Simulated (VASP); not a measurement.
Crystal: GaS.

```
Ga S
1.0
     3.58500    0.00000    0.00000
    -1.79250    3.10470    0.00000
     0.00000    0.00000   15.50000
Ga S
4 4
Direct
  0.33333 0.66667 0.17000
  0.66667 0.33333 0.67000
  0.33333 0.66667 0.33000
  0.66667 0.33333 0.83000
  0.33333 0.66667 0.60000
  0.66667 0.33333 0.10000
  0.33333 0.66667 0.90000
  0.66667 0.33333 0.40000
```

| Quantity | Value |
| --- | --- |
| Program | VASP 6.6.1 |
| Task | relaxation of cell and atoms |
| Functional | PBEsol |
| Potentials or basis | VASP PAW PBE potentials, release 64 (Ga_d, S) |
| Cutoff | 500 eV |
| k mesh | 12 × 12 × 2 |
| Occupations | fermi-dirac, width 0.02 eV |
| Spin | no spin polarisation |

At the start: pressure -0.9 GPa; volume 21.57 Å³/atom.

**Question.** How do energy, volume and symmetry change on relaxing?

**Answer.** Over 21 steps the energy falls by 3.6 meV/atom and the volume is 21.89 Å³/atom (+1.5 %); space group P6_3/mmc (No. 194, to 0.1 Å) before and after.

The path:
```tsv
step	energy change (eV)	largest force (eV/Å)	pressure (GPa)	volume (Å³)
1	0.0000	0.2154	-0.94	172.52
2	-0.0137	0.0861	0.35	169.37
3	-0.0139	0.1010	0.21	169.70
4	-0.0155	0.0673	0.03	170.07
5	-0.0156	0.0728	0.01	170.11
6	-0.0173	0.0742	0.02	170.38
7	-0.0209	0.0787	0.04	171.11
8	-0.0223	0.0918	0.10	172.57
9	-0.0226	0.0872	0.05	172.16
10	-0.0243	0.0700	0.09	172.52
11	-0.0276	0.0186	0.17	173.60
12	-0.0266	0.0820	0.34	175.78
13	-0.0284	0.0269	0.19	174.56
14	-0.0284	0.0192	0.23	174.39
15	-0.0287	0.0166	-0.11	175.55
16	-0.0288	0.0099	0.02	175.11
17	-0.0288	0.0117	-0.04	175.22
18	-0.0288	0.0108	-0.01	175.16
19	-0.0288	0.0113	-0.05	175.18
20	-0.0288	0.0135	0.07	175.01
21	-0.0288	0.0019	0.00	175.09
```

Final structure:
```
Ga S
1.0
     3.56657    0.00000    0.00000
    -1.78329    3.08874    0.00000
     0.00000    0.00000   15.89389
Ga S
4 4
Direct
  0.33333 0.66667 0.17340
  0.66667 0.33333 0.67340
  0.33333 0.66667 0.32660
  0.66667 0.33333 0.82660
  0.33333 0.66667 0.60505
  0.66667 0.33333 0.10505
  0.33333 0.66667 0.89495
  0.66667 0.33333 0.39495
```

Caveat: the PAW data sets were made with another functional, which shifts forces and pressure a little; this functional lacks dispersion, which binds layers or chains, so the pressure and a relaxed spacing across them are unreliable.
